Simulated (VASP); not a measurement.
# Pd (I4_1/amd) in VASP: further runs

Runs on Pd. Level: PBE. Tasks: single point.

Program: VASP 6.6.1. These are calculated values, not measurements. Logs are shortened: lines on timing, memory, paths and dates and some standing lists are left out, and cuts for length are marked.

### Step 1. The cell of the first run

Symmetry: I4_1/amd, No. 141, tetragonal system. The conventional cell has a = 3.842 Å, b = 3.842 Å, c = 2.061 Å, α = 90.00°, β = 90.00°, γ = 90.00°. Within 2.6 Å of Pd (site symmetry -4m2) lie 10 Pd at 1.99 to 2.47 Å.

### Step 2. Single point, PBE (7.61 Å³/atom)

The input, INCAR:

```
SYSTEM = Pd
ALGO = Normal ; EDIFF = 1E-6
ENCUT = 520 ; GGA = PE
ISIF = 2 ; ISMEAR = -1
LASPH = .TRUE. ; LCHARG = .FALSE.
LREAL = .FALSE. ; LWAVE = .FALSE.
NBANDS = 17 ; NELM = 100
PREC = Accurate ; SIGMA = 0.05
```

The input, KPOINTS:

```
k-points
0
G
  16 16 16
  0 0 0
```

The input, POSCAR:

```
Pd
1.0
   -1.9211841857      1.9211841857      1.0303082654
    1.9211841857     -1.9211841857      1.0303082654
    1.9211841857      1.9211841857     -1.0303082654
Pd
2
Direct
   -0.3750000000     -0.1250000000     -0.2500000000
    0.3750000000      0.1250000000      0.2500000000
```

Potentials or basis: VASP PAW PBE potentials, release 64 (Pd).

On the command line:

```
$ cat potpaw_PBE.64/Pd/POTCAR > POTCAR
$ mpirun -np 1 vasp_std > vasp.out
```

OUTCAR:

```text
SYSTEM = Pd
   EDIFF = 1E-6
   ENCUT = 520
   GGA = PE
   ISIF = 2
   ISMEAR = -1
   LASPH = .TRUE.
   LREAL = .FALSE.
   NELM = 100
   PREC = Accurate

 ion  position               nearest neighbor table
   1  0.625  0.875  0.750-   2 1.99   2 1.99   2 1.99   2 1.99   2 2.47   2 2.47   2 2.47   2 2.47
                             2 3.21   2 3.21
   2  0.375  0.125  0.250-   1 1.99   1 1.99   1 1.99   1 1.99   1 2.47   1 2.47   1 2.47   1 2.47
                             1 3.21   1 3.21

  LATTYP: Found a body centered tetragonal cell.
 ALAT       =     3.8423683714
 C/A-ratio  =     0.5362881253

  Lattice vectors:

 A1 = (  -1.9211841857,   1.9211841857,   1.0303082654)
 A2 = (   1.9211841857,  -1.9211841857,   1.0303082654)
 A3 = (   1.9211841857,   1.9211841857,  -1.0303082654)

Analysis of symmetry for initial positions (statically):
=====================================================================
 Subroutine PRICEL returns:
 Original cell was already a primitive cell.

 Routine SETGRP: Setting up the symmetry group for a
 body centered tetragonal supercell.

 Subroutine GETGRP returns: Found 16 space group operations
 (whereof  4 operations were pure point group operations)
 out of a pool of 16 trial point group operations.

The static configuration has the point symmetry C_2h.
 The point group associated with its full space group is D_4h.

Analysis of symmetry for dynamics (positions and initial velocities):
=====================================================================
 Subroutine PRICEL returns:
 Original cell was already a primitive cell.

 Routine SETGRP: Setting up the symmetry group for a
 body centered tetragonal supercell.

 Subroutine GETGRP returns: Found 16 space group operations
 (whereof  4 operations were pure point group operations)
 out of a pool of 16 trial point group operations.

The dynamic configuration has the point symmetry C_2h.
 The point group associated with its full space group is D_4h.

 Subroutine INISYM returns: Found 16 space group operations
 (whereof  4 operations are pure point group operations),
 and found     1 'primitive' translations

----------------------------------------------------------------------------------------

                                     Primitive cell

  volume of cell :      15.2113

  direct lattice vectors                    reciprocal lattice vectors
    -1.921184186  1.921184186  1.030308265     0.000000000  0.260256150  0.485291652
     1.921184186 -1.921184186  1.030308265     0.260256150  0.000000000  0.485291652
     1.921184186  1.921184186 -1.030308265     0.260256150  0.260256150  0.000000000

  length of vectors
     2.905758502  2.905758502  2.905758502     0.550673452  0.550673452  0.368057777

  position of ions in fractional coordinates (direct lattice)
     0.625000000  0.875000000  0.750000000
     0.375000000  0.125000000  0.250000000

  ion indices of the primitive-cell ions
   primitive index   ion index
                 1           1
                 2           2

----------------------------------------------------------------------------------------

 KPOINTS: k-points

Automatic generation of k-mesh.
 Grid dimensions read from file:
 generate k-points for:   16   16   16

 Generating k-lattice:

  Cartesian coordinates                     Fractional coordinates (reciprocal lattice)
     0.000000000  0.016266009  0.030330728     0.062500000  0.000000000  0.000000000
     0.016266009  0.000000000  0.030330728     0.000000000  0.062500000  0.000000000
     0.016266009  0.016266009  0.000000000     0.000000000  0.000000000  0.062500000

  Length of vectors
     0.034417091  0.034417091  0.023003611

  Shift w.r.t. Gamma in fractional coordinates (k-lattice)
     0.000000000  0.000000000  0.000000000

 Subroutine IBZKPT returns following result:
 ===========================================

 Found    349 irreducible k-points:

 Following reciprocal coordinates:
            Coordinates               Weight
  0.000000  0.000000  0.000000      1.000000
  0.062500  0.000000  0.000000      8.000000
  0.125000  0.000000  0.000000      8.000000
  0.187500 -0.000000  0.000000      8.000000
  0.250000  0.000000  0.000000      8.000000
  0.312500  0.000000  0.000000      8.000000
[... 16 lines left out ...]
 -0.125000  0.062500  0.000000     16.000000
 -0.062500  0.062500  0.000000      4.000000
 [... further k-points ...]
   k-points           NKPTS =    349   k-points in BZ     NKDIM =    349   number of bands    NBANDS=     17
   number of dos      NEDOS =    301   number of ions     NIONS =      2
   total plane-waves  NPLWV =  13824
   dimension x,y,z NGX =    24 NGY =   24 NGZ =   24
   dimension x,y,z NGXF=    48 NGYF=   48 NGZF=   48
   ions per type =               2
   NGX,Y,Z   is equivalent  to a cutoff of  13.73, 13.73, 13.73 a.u.
   NGXF,Y,Z  is equivalent  to a cutoff of  27.46, 27.46, 27.46 a.u.
 SYSTEM =  Pd
   PREC   = accura    normal or accurate (medium, high low for compatibility)
   ISTART =      0    job   : 0-new  1-cont  2-samecut
   ICHARG =      2    charge: 1-file 2-atom 10-const
   ISPIN  =      1    spin polarized calculation?
   LNONCOLLINEAR =      F non collinear calculations
   LSORBIT =      F    spin-orbit coupling
   LASPH  =      T    aspherical Exc in radial PAW
   ENCUT  =  520.0 eV  38.22 Ry    6.18 a.u.   5.40  5.40  5.40*2*pi/ulx,y,z
   NELM   =    100;   NELMIN=  2; NELMDL= -5     # of ELM steps
   EDIFF  = 0.1E-05   stopping-criterion for ELM
   LREAL  =      F    real-space projection
   EDIFFG = 0.1E-04   stopping-criterion for IOM
   NSW    =      0    number of steps for IOM
   IBRION =     -1    ionic relax: 0-MD 1-quasi-New 2-CG
   NFREE  =      0    steps in history (QN), initial steepest desc. (CG)
   ISIF   =      2    stress and relaxation
   ISYM   =      2    0-nonsym 1-usesym 2-fastsym
   POTIM  = 0.5000    time-step for ionic-motion
   TEBEG  =    0.0;   TEEND  =   0.0 temperature during run
   PSTRESS=    0.0 pullay stress
   NELECT =      20.0000    total number of electrons
   NUPDOWN=      -1.0000    fix difference up-down
   EMIN   =  10.00;   EMAX   =-10.00  energy-range for DOS
   EFERMI =   0.00;   METHOD = LEGACY
   ISMEAR =    -1;   SIGMA  =   0.05  broadening in eV -4-tet -1-fermi 0-gaus
   EFERMI_NEDOS =   21; number of points for ismear=-14 and -15
   IALGO  =     38    algorithm
   IMIX   =      4    mixing-type and parameters
     AMIX     =   0.40;   BMIX     =  1.00
     AMIX_MAG =   1.60;   BMIX_MAG =  1.00
  volume/ion in A,a.u.               =       7.61        51.33
  Fermi-wavevector in a.u.,A,eV,Ry     =   1.793480  3.389185 43.764078  3.216569
  Thomas-Fermi vector in A             =   2.855631
   LORBIT       =      0    0 simple, 1 ext, 2 COOP (PROOUT), +10 PAW based schemes
   GGA     = PE    functional components
[... 5 lines left out ...]
 non-spin polarized calculation
  energy-cutoff  :      520.00
  volume of cell :       15.21
 maximum number of plane-waves:       420
 NGX is ok and might be reduce to    24
   NGX = 11   NGY = 11   NGZ = 11

 number of electron      19.9999995 magnetization

 Free energy of the ion-electron system (eV)
  ---------------------------------------------------
  ext. energy  EPLUGINS =         0.00000000
  ---------------------------------------------------
  free energy    TOTEN  =        12.07782236 eV

  energy without entropy =       12.08529634  energy(sigma->0) =       12.08155935

 E-fermi :  26.7803     XC(G=0): -17.6322

 val. band max:       26.7692729913   @ k =  -0.1875   0.3125   0.0625
 cond. band min:      26.7806494518   @ k =   0.4375   0.1875   0.1250
 fundamental gap:      0.0113764605
 Fermi energy:        26.7802711585

 k-point     1 :       0.0000    0.0000    0.0000
  band No.  band energies     occupation
      1      10.4481      2.00000
      2      13.3005      2.00000
      3      13.3300      2.00000
      4      14.9180      2.00000
      5      15.4113      2.00000
      6      22.6585      2.00000
[... 9 lines left out ...]
     16      48.8256      0.00000
     17      49.2322      0.00000

 k-point     2 :       0.0625    0.0000    0.0000
  band No.  band energies     occupation
      1      10.6042      2.00000
      2      13.4073      2.00000
      3      13.5875      2.00000
      4      15.2657      2.00000
      5      15.6393      2.00000
      6      21.1389      2.00000
[... 9 lines left out ...]
     16      48.5639      0.00000
     17      49.3045      0.00000

 k-point     3 :       0.1250    0.0000    0.0000
  band No.  band energies     occupation
      1      11.0572      2.00000
      2      13.6473      2.00000
      3      14.3019      2.00000
      4      16.1419      2.00000
      5      16.3744      2.00000
      6      19.3685      2.00000
[... 9 lines left out ...]
     16      48.7018      0.00000
     17      49.3097      0.00000

 k-point     4 :       0.1875   -0.0000    0.0000
  band No.  band energies     occupation
      1      11.7460      2.00000
      2      13.9744      2.00000
      3      14.9092      2.00000
      4      17.0272      2.00000
      5      17.7121      2.00000
      6      17.7271      2.00000
[... 9 lines left out ...]
     16      49.0990      0.00000
     17      49.3262      0.00000
[... 343 lines left out ...]
      1      11.3734      2.00000
      2      13.8162      2.00000
      3      14.6445      2.00000
      4      15.9256      2.00000
      5      16.2210      2.00000
      6      19.6063      2.00000
[... 9 lines left out ...]
     16      48.6374      0.00000
     17      49.2406      0.00000

 k-point    23 :      -0.1250    0.0625    0.0000
  band No.  band energies     occupation
      1      10.8304      2.00000
      2      13.5379      2.00000
      3      13.8543      2.00000
      4      15.1715      2.00000
      5      15.5499      2.00000
      6      21.2690      2.00000
[... 9 lines left out ...]
     16      48.3821      0.00000
     17      49.2183      0.00000

 k-point    24 :      -0.0625    0.0625    0.0000
  band No.  band energies     occupation
      1      10.5636      2.00000
      2      13.4141      2.00000
      3      13.4193      2.00000
      4      14.8770      2.00000
      5      15.3755      2.00000
      6      22.6821      2.00000
[... 9 lines left out ...]
     16      48.7353      0.00000
     17      49.2685      0.00000

 [... further k-points ...]

------------------------ aborting loop because EDIFF is reached ----------------------------------------

  FORCE on cell =-STRESS in cart. coord.  units (eV):
  Direction    XX          YY          ZZ          XY          YZ          ZX
  --------------------------------------------------------------------------------------
  -------------------------------------------------------------------------------------
  Total       75.2360951     75.2360951     77.7258318      0.0000000      0.0000000     -0.0000000
  in kB     7924.4959515   7924.4959515   8186.7358834      0.0000000      0.0000000     -0.0000000
  external PRESSURE =    8011.9092621 kB  Pullay stress =       0.0000000 kB

 VOLUME and BASIS-vectors are now :
 -----------------------------------------------------------------------------
  energy-cutoff  :      520.00
  volume of cell :       15.21
      direct lattice vectors                 reciprocal lattice vectors
    -1.921184186  1.921184186  1.030308265     0.000000000  0.260256150  0.485291652
     1.921184186 -1.921184186  1.030308265     0.260256150  0.000000000  0.485291652
     1.921184186  1.921184186 -1.030308265     0.260256150  0.260256150  0.000000000

 POSITION                                       TOTAL-FORCE (eV/Angst)
 -----------------------------------------------------------------------------------
      1.92118      0.96059      0.77273         0.000000     -0.000000     -0.000000
     -0.00000      0.96059      0.25758        -0.000000      0.000000      0.000000
 -----------------------------------------------------------------------------------
    total drift:                               -0.000000      0.000000      0.000000

  FREE ENERGIE OF THE ION-ELECTRON SYSTEM (eV)
  ---------------------------------------------------
  free  energy   TOTEN  =        12.0778223598 eV

  energy  without entropy=       12.0852963430  energy(sigma->0) =       12.08155935
```

Wall time 95 s (1 thread of AMD EPYC 7R43 (Zen 3), shared host); peak memory 0.16 GiB.

The run converged, but its numbers aren't listed here, since they failed a check.

Caveat: the cell stands under pressure.

### Step 3. Single point, PBE

This run uses another cell than the first one, of 9.30 Å³/atom.

The input, INCAR:

```
SYSTEM = Pd
  ALGO = Normal
  EDIFF = 1E-7
  ENCUT = 520
  GGA = PE
  ISIF = 2
  ISMEAR = -1
  LASPH = .True.
  LCHARG = .False.
  LREAL = .False.
  LWAVE = .False.
  NBANDS = 17
  NELM = 60
  PREC = Accurate
  SIGMA = 0.05
```

The input, KPOINTS:

```
k-points
0
Gamma
  16 16 16
  0 0 0
```

The input, POSCAR:

```
Pd
1.0
   -2.0535299881      2.0535299881      1.1021818805
    2.0535299881     -2.0535299881      1.1021818805
    2.0535299881      2.0535299881     -1.1021818805
Pd
2
Direct
   -0.3750000000     -0.1250000000     -0.2500000000
    0.3750000000      0.1250000000      0.2500000000
```

Potentials or basis: VASP PAW PBE potentials, release 64 (Pd).

On the command line:

```
$ cat potpaw_PBE.64/Pd/POTCAR > POTCAR
$ mpirun -np 1 vasp_std > vasp.out
```

Run time: 99 s. Hardware: 1 thread of AMD EPYC 7R43 (Zen 3), shared host; peak memory 0.17 GiB.

The run converged. Its results:

| Quantity | Value |
| --- | --- |
| Free energy | 0.1906 eV |
| Pressure | 379.1 GPa |
| Band gap on the k mesh | zero (bands 10 and 11 overlap by 3.20 eV) |

Stress tensor (GPa, compression positive):
```
376.60   0.00   0.00
  0.00 376.60   0.00
  0.00   0.00 384.24
```

Levels at points of the mesh, in eV from the Fermi level:
```csv
k point,band 8,band 9,band 10,band 11,band 12,band 13
"(0.00, 0.00, 0.00)",-2.79,-2.79,0.37,2.34,7.78,7.78
"(0.50, 0.00, 0.00)",-2.11,-0.61,-0.49,4.06,9.65,10.47
"(0.50, 0.50, 0.00)",-2.65,-1.38,-1.38,-0.70,-0.70,15.22
"(0.50, 0.50, 0.50)",-2.57,-2.22,-2.22,-1.24,-1.24,10.61
```

Caveat: the cell stands under pressure.

(Continued in part 2 of 2.)
